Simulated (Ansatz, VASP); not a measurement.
# Two plane-wave programs on ZrS

INCAR

```
PREC = Accurate ; ENCUT = 520
EDIFF = 1E-7 ; ISMEAR = 0
SIGMA = 0.15 ; LREAL = False
LASPH = True ; NELM = 100
ALGO = Normal ; ISIF = 2
LWAVE = False ; LCHARG = True
GGA = CA ; LELF = True
LVHAR = True ; NBANDS = 16
```

KPOINTS

```
Automatic mesh
0
Gamma
  16 16 16
```

File POSCAR:

```
ZrS
1.0
    0.0000000000      2.5671447250      2.5671447250
    2.7468448558      0.0000000000      2.5671447250
    2.7468448558      2.5671447250      0.0000000000
Zr S
1 1
Direct
   -0.0110205862      0.0110205862      0.0110205862
    0.5313577958      0.4686422042      0.4686422042
```

Input for Ansatz:

```yaml
crystal:
  lattice:
    - [0.0, 2.567144725, 2.567144725]
    - [2.7468448558, 0.0, 2.567144725]
    - [2.7468448558, 2.567144725, 0.0]
  atoms:
    - { symbol: Zr, position: [-0.0110205862, 0.0110205862, 0.0110205862] }
    - { symbol: S, position: [0.5313577958, 0.4686422042, 0.4686422042] }
basis:
  ecutwfc: 420
kpoints:
  mp_grid: { grid: [16, 16, 16] }
hamiltonian:
  xc: lda
  pseudopotentials: { kind: paw, azcp: { folder: soft_1 } }
scf:
  occupations: { method: gaussian, width: 0.15 }
output:
  forces: true
  stress: true
  eigenvalues: true
```

Change from the starting cell: mode 4 frozen in at -0.161 Å, normal strain along x +0.0700.

Alike in both runs: task single point; functional LDA; k mesh 16 × 16 × 16; occupations gaussian, width 0.15 eV; no spin polarisation.

|  | VASP | Ansatz |
| --- | --- | --- |
| version | VASP 6.6.1 | Ansatz 0.2.0 |
| potentials or method | VASP PAW LDA potentials, release 64 (Zr_sv, S), cutoff 520 eV | scalar-relativistic, plane waves, PAW |
| valence electrons in the cell | 18 | 18 |

VASP gave:

```
gap on the k mesh at the Fermi level (eV)                     : none
pressure (GPa)                                                : -5.6
traceless stress, the component that is largest in VASP (GPa) : -3.57
rms of the force components (eV/Å)                            : 0.264
```

**Question.** Estimate Ansatz's values.

**Answer.** gap on the k mesh at the Fermi level (eV): none; pressure (GPa): -5.7; traceless stress, the component that is largest in VASP (GPa): -3.52; rms of the force components (eV/Å): 0.258.

Ansatz warns that its potentials were made for another functional, while VASP's fit it. LDA's correlation is that of Perdew and Zunger in VASP and of Perdew and Wang (1992) in Ansatz. Atom by atom the forces differ by 0.006 eV/Å (rms over components). A gap of «none» marks a metal or a gap that the smearing closes.
